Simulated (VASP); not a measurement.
**AlN: relaxation of the atoms with r2SCAN**

AlN:

```
Al N
1.0
     3.11100    0.00000    0.00000
    -1.55550    2.69421    0.00000
     0.00000    0.00000    4.95111
Al N
2 2
Direct
  0.33333 0.66667 0.00000
  0.66667 0.33333 0.50000
  0.33333 0.66667 0.38200
  0.66667 0.33333 0.88200
```

```
Program                : VASP 6.6.1
Task                   : relaxation of the atoms
Functional             : r2SCAN
Potentials or basis    : VASP PAW PBE potentials, release 64 (Al, N)
Cutoff                 : 520 eV
k mesh                 : 8 × 8 × 5
Occupations            : gaussian, width 0.05 eV
Spin                   : no spin polarisation
Dipole correction      : no
Further INCAR settings : ALGO = Normal; EDIFF = 1e-07; IBRION = 2; EDIFFG = -0.003; NSW = 80
```

```json
{
  "Energy gained by relaxing": "0.1 meV/atom",
  "Ionic steps": "3",
  "Pressure after relaxing": "0.1 GPa",
  "Band gap on the k mesh": "4.91 eV, direct"
}
```

Stress tensor (GPa, compression positive):
```
-0.56  0.00  0.00
 0.00 -0.56  0.00
 0.00  0.00  1.43
```

The path:
```tsv
step	energy change (eV)	largest force (eV/Å)	pressure (GPa)
1	0.0000	0.0614	0.13
2	-0.0003	0.0178	0.10
3	-0.0003	0.0004	0.11
```

Final structure:
```xyz
4
Lattice="3.1110 0.0000 0.0000 -1.5555 2.6942 0.0000 0.0000 0.0000 4.9511" Properties=species:S:1:pos:R:3 pbc="T T T"
Al    0.0000    1.7961    4.9488
Al    1.5555    0.8981    2.4733
N     0.0000    1.7961    1.8936
N     1.5555    0.8981    4.3692
```

Levels at points of the mesh, in eV from the valence-band top:
| k point | band 6 | band 7 | band 8 | band 9 | band 10 | band 11 |
| --- | --- | --- | --- | --- | --- | --- |
| (0.00, 0.00, 0.00) | -0.29 | -0.29 | 0.00 | 4.91 | 7.46 | 11.64 |
| (0.50, 0.00, 0.00) | -2.22 | -1.80 | -0.76 | 6.47 | 6.50 | 9.03 |

It took 59 s on 1 thread of Intel(R) Xeon(R) 6975P-C (Granite Rapids), with other jobs on the host, peak memory 0.16 GiB.

Caveat: the PAW data sets were made with another functional, which shifts forces and pressure a little. r2SCAN opens gaps a little over a GGA but as a rule still falls short of measured ones.
